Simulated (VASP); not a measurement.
Wanted: the native input for a VASP 6.6.1 run.

| Item | Value |
| --- | --- |
| Task | G0W0 quasiparticle levels |
| Functional | r2SCAN |
| Potentials or basis | VASP PAW PBE potentials, release 64 (Li_GW, H_GW) |
| Cutoff | 500 eV |
| k mesh | 6 × 6 × 6 |
| Occupations | gaussian, width 0.01 eV |
| Spin | no spin polarisation |
| Dipole correction | no |
| GW scheme | G0W0 |
| GW iterations | 1 |
| Cutoff of the response function | 140 |
| Frequency points | 96 |
| Empty bands | 60 |
| Further INCAR settings | ALGO = EVGW0; EDIFF = 1e-08; NBANDS = 61 |

LiH:

```
Li H
1.0
     0.00000    2.00299    2.00299
     2.00299    0.00000    2.00299
     2.00299    2.00299    0.00000
Li H
1 1
Direct
  0.00000 0.00000 0.00000
  0.50000 0.50000 0.50000
```

These files were run (other wordings do the same):

POSCAR

```
LiH
1.0
    0.0000000000      2.0029948929      2.0029948929
    2.0029948929      0.0000000000      2.0029948929
    2.0029948929      2.0029948929      0.0000000000
Li H
1 1
Direct
    0.0000000000      0.0000000000      0.0000000000
    0.5000000000      0.5000000000      0.5000000000
```

INCAR.step1

```
PREC = Accurate ; ENCUT = 500
EDIFF = 1E-8 ; ISMEAR = 0
SIGMA = 0.01 ; LREAL = F
LASPH = T ; NELM = 80
ALGO = Normal ; LWAVE = T
LCHARG = F ; METAGGA = R2SCAN
LMIXTAU = T
```

INCAR.step2

```
PREC = Accurate ; ENCUT = 500
EDIFF = 1E-8 ; ISMEAR = 0
SIGMA = 0.01 ; LREAL = F
LASPH = T ; NELM = 1
ALGO = Exact ; LWAVE = T
LCHARG = F ; METAGGA = R2SCAN
LMIXTAU = T ; NBANDS = 61
LOPTICS = T ; ISTART = 1
```

INCAR.step3

```
PREC = Accurate ; ENCUT = 500
EDIFF = 1E-8 ; ISMEAR = 0
SIGMA = 0.01 ; LREAL = F
LASPH = T ; ALGO = EVGW0
LWAVE = F ; LCHARG = F
METAGGA = R2SCAN ; LMIXTAU = T
NELMGW = 1 ; NBANDS = 61
ENCUTGW = 140.0 ; NOMEGA = 96
PRECFOCK = Fast ; ISTART = 1
NBANDSGW = 9 ; OMEGAMAX = 20
```

KPOINTS

```
regular mesh
0
Gamma
  6 6 6
```

Potentials or basis: VASP PAW PBE potentials, release 64 (Li_GW, H_GW).

Command:

```sh
$ cat potpaw_PBE.64/Li_GW/POTCAR potpaw_PBE.64/H_GW/POTCAR > POTCAR
$ cp INCAR.step1 INCAR
$ mpirun -np 1 vasp_std > vasp.out
$ cp INCAR.step2 INCAR
$ mpirun -np 1 vasp_std > vasp.out
$ cp INCAR.step3 INCAR
$ mpirun -np 1 vasp_std > vasp.out
```

It gave:

* Quasiparticle gap: 5.35 eV
* Least direct quasiparticle gap: 5.35 eV
* Band gap of the starting levels on the mesh: 3.62 eV
* Least direct gap of the starting levels on the mesh: 3.62 eV

Caveat: the k points lie up to 0.45 Å⁻¹ apart; bands, screening cutoff and mesh are small and nothing is extrapolated, so the quasiparticle values aren't converged.

Run time: 2.5 min on 1 thread of Intel(R) Xeon(R) Platinum 8375C CPU @ 2.90GHz (Ice Lake), on a shared host, peak memory 0.28 GiB.
